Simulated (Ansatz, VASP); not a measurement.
InSb: VASP beside Ansatz

File INCAR:

```
SYSTEM = InSb
ALGO = Normal ; EDIFF = 1E-6
ENCUT = 520 ; GGA = PS
ISIF = 2 ; ISMEAR = -1
LASPH = .True. ; LCHARG = .False.
LREAL = .False. ; LWAVE = .False.
NBANDS = 16 ; NELM = 80
PREC = Accurate ; SIGMA = 0.03
```

File KPOINTS:

```
k-points
0
Gamma
  10 10 10
  0 0 0
```

Contents of POSCAR:

```
InSb
1.0
    0.0000000000      3.3026278931      3.3026278931
    3.3026278931      0.0000000000      3.3026278931
    3.3026278931      3.3026278931      0.0000000000
In Sb
1 1
Direct
    0.0000000000      0.0000000000      0.0000000000
    0.7500000000      0.7500000000      0.7500000000
```

Input for Ansatz:

```yaml
crystal:
  lattice:
    - [0.0, 3.3026278931, 3.3026278931]
    - [3.3026278931, 0.0, 3.3026278931]
    - [3.3026278931, 3.3026278931, 0.0]
  atoms:
    - { symbol: In, position: [0.0, 0.0, 0.0] }
    - { symbol: Sb, position: [0.75, 0.75, 0.75] }
kpoints:
  mp_grid: { grid: [10, 10, 10] }
scf:
  occupations: { method: fermi_dirac, width: 0.03 }
hamiltonian:
  xc: pbesol
  pseudopotentials: { kind: all_electron, lapw: { basis_error: 0.00025 } }
output:
  forces: true
  stress: true
  eigenvalues: true
accuracy: high
```

Alike in both runs: task single point; functional PBEsol; k mesh 10 × 10 × 10; occupations fermi-dirac, width 0.03 eV; no spin polarisation.

|  | VASP | Ansatz |
| --- | --- | --- |
| version | VASP 6.6.1 | Ansatz 0.2.0 |
| potentials or method | VASP PAW PBE potentials, release 64 (In_d, Sb), cutoff 520 eV | all-electron LAPW, scalar-relativistic |

|  | VASP | Ansatz | Ansatz less VASP |
| --- | --- | --- | --- |
| gap on the k mesh at the Fermi level (eV) | none | none | - |
| pressure (GPa) | -1.5 | -1.5 | -0.01 |

VASP's potentials were made for PBE, not for PBEsol. A gap of «none» marks a metal or a gap that the smearing closes. Ansatz ran all-electron here, and VASP with PAW potentials.

Neither program's run includes spin-orbit coupling.
